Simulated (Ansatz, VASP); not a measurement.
Two plane-wave programs on Sn2TeS

```
Sn Te S
1.0
     4.28632    0.00000    0.00000
    -2.14316    3.71207    0.00000
     0.00000    0.00000   14.69164
Sn Te S
4 2 2
Direct
  0.33333 0.66667 0.63478
  0.66667 0.33333 0.13478
  0.66667 0.33333 0.36522
  0.33333 0.66667 0.86522
  0.00000 0.00000 0.00000
  0.00000 0.00000 0.50000
  0.33333 0.66667 0.25000
  0.66667 0.33333 0.75000
```

Change from the starting cell: relaxed end of: species swapped into the RbYTe2 type (P6_3/mmc, No. 194).

Alike in both runs: functional PBE; k mesh 12 × 12 × 4; occupations gaussian, width 0.1 eV; no spin polarisation.

Ansatz relaxed the structure, and its values are those at the end. VASP's run is a single point on that final structure, the one shown.

```csv
,VASP,Ansatz
version,VASP 6.6.1,Ansatz 0.2.0
potentials or method,"VASP PAW PBE potentials, release 64 (Sn_d, Te, S), cutoff 520 eV","scalar-relativistic, plane waves, PAW"
valence electrons in the cell,80,100
```

```csv
,VASP,Ansatz,Ansatz less VASP
gap on the k mesh at the Fermi level (eV),none,none,-
pressure (GPa),0.0,0.0,+0.03
```

A gap of «none» marks a metal or a gap that the smearing closes. VASP's potentials hold 80 valence electrons a cell and Ansatz's 100, so a difference there can come from the potentials and not from the codes.

Neither program's run includes spin-orbit coupling.
